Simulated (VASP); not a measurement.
Runs of VASP 6.6.1 on AlCo. The structure is that of space group R-3m (No. 166), or close to it. The cells are those of the table. 

```tsv
cell	gap on the mesh (eV)	pressure (GPa)	moment (μB)
a = 2.965 Å, angles 105.7°, 2 atoms	none	79.2	0.00
a = 2.835 Å, angles 95.9°, 2 atoms	none	13.0	0.00
a = 2.841 Å, angles 82.7°, 2 atoms	none	(a)	0.00
a = 3.016 Å, angles 67.3°, 2 atoms	none	33.7	0.00
```

Alike in all rows: task single point; level PBE; potentials or basis VASP PAW PBE potentials, release 64 (Al, Co); spin collinear, ferrimagnetic start; k mesh 18 × 18 × 18; cutoff (eV) 520; smearing gaussian 0.15 eV.

Problem. Fill in the values left out.

Solution. (a) 12.5.

A gap of «none» marks levels without a gap at the run's occupations.
